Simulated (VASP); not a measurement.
## Ge2As3: relaxation of cell and atoms with PBE

The system is Ge2As3.

```xyz
5
Lattice="3.6819 0.0000 0.0000 0.0000 3.6819 0.0000 0.0000 0.0000 7.7160" Properties=species:S:1:pos:R:3 pbc="T T T"
Ge    0.0000    1.8410    3.8580
Ge    1.8410    0.0000    3.8580
As    1.8410    1.8410    0.0000
As    0.0000    0.0000    6.4439
As    0.0000    0.0000    1.2721
```

The cell was generated, and may not be a known phase.

```
Program                : VASP 6.6.1
Task                   : relaxation of cell and atoms
Functional             : PBE
Potentials or basis    : VASP PAW PBE potentials, release 64 (Ge_d, As)
Cutoff                 : 600 eV
k mesh                 : 6 × 6 × 2
Occupations            : gaussian, width 0.1 eV
Spin                   : no spin polarisation
Dipole correction      : no
Further INCAR settings : ALGO = Normal; EDIFF = 1e-06; IBRION = 2; EDIFFG = -0.04; NSW = 90; ISIF = 3
```

* Relaxed volume: 20.69 Å³/atom
* Relaxed cell: a = 3.684 Å, b = 3.684 Å, c = 7.622 Å, α = 90.00°, β = 90.00°, γ = 90.00°
* Space group after relaxing (to 0.1 Å): P4/mmm (No. 123)
* Energy gained by relaxing: 3.6 meV/atom
* Ionic steps: 7
* Pressure after relaxing: 0.2 GPa
* Largest force after relaxing: 0.037 eV/Å

Forces in eV/Å, atoms in the order of the input:
```
Ge   0.000  0.000  0.000
Ge   0.000  0.000  0.000
As   0.000  0.000  0.000
As   0.000  0.000 -0.037
As   0.000  0.000  0.037
```

Stress tensor (GPa, compression positive):
```
0.15 0.00 0.00
0.00 0.15 0.00
0.00 0.00 0.29
```

Step by step:
| step | energy change (eV) | largest force (eV/Å) | pressure (GPa) | volume (Å³) |
| --- | --- | --- | --- | --- |
| 1 | 0.0000 | 0.3209 | 0.19 | 104.60 |
| 2 | -0.0086 | 0.1900 | -0.28 | 104.97 |
| 3 | -0.0121 | 0.0777 | -0.73 | 105.36 |
| 4 | -0.0177 | 0.0479 | -0.02 | 103.85 |
| 5 | -0.0178 | 0.0418 | -0.07 | 103.63 |
| 6 | -0.0175 | 0.0299 | 0.34 | 103.19 |
| 7 | -0.0178 | 0.0371 | 0.20 | 103.46 |

Final structure:
```cif
data_structure
_symmetry_space_group_name_H-M 'P 1'
_symmetry_Int_Tables_number 1
_cell_length_a 3.6843
_cell_length_b 3.6843
_cell_length_c 7.6216
_cell_angle_alpha 90.000
_cell_angle_beta 90.000
_cell_angle_gamma 90.000
_cell_volume 103.46
loop_
_atom_site_label
_atom_site_type_symbol
_atom_site_fract_x
_atom_site_fract_y
_atom_site_fract_z
_atom_site_occupancy
Ge1 Ge 0.00000 0.50000 0.50000 1
Ge2 Ge 0.50000 0.00000 0.50000 1
As1 As 0.50000 0.50000 0.00000 1
As2 As 0.00000 0.00000 0.82856 1
As3 As 0.00000 0.00000 0.17144 1
```

Levels at points of the mesh, in eV from the Fermi level:
```csv
k point,band 18,band 19,band 20,band 21,band 22,band 23,band 24,band 25
"(0.00, 0.00, 0.00)",-2.55,-2.45,-1.44,-1.44,-0.13,0.47,0.47,3.31
"(0.50, 0.00, 0.00)",-0.95,-0.87,-0.79,-0.13,0.28,0.77,1.17,1.55
"(0.50, 0.50, 0.00)",-5.60,-4.90,-3.06,-3.06,-1.51,-0.72,1.46,2.55
"(0.00, 0.00, 0.50)",-2.55,-2.04,-2.04,-0.63,1.30,1.30,1.68,2.61
"(0.50, 0.00, 0.50)",-2.70,-0.66,-0.10,0.12,0.14,1.47,1.57,1.74
"(0.50, 0.50, 0.50)",-4.99,-4.73,-3.13,-1.54,-1.54,-1.16,-0.35,-0.35
```

Wall time 2.3 min on 1 thread of AMD EPYC 9R45 96-Core Processor (Zen 5) (shared host), peak memory 0.23 GiB.

Caveat: the k points lie up to 0.41 Å⁻¹ apart in the final cell; the highest band is partly filled, so the run has too few bands.
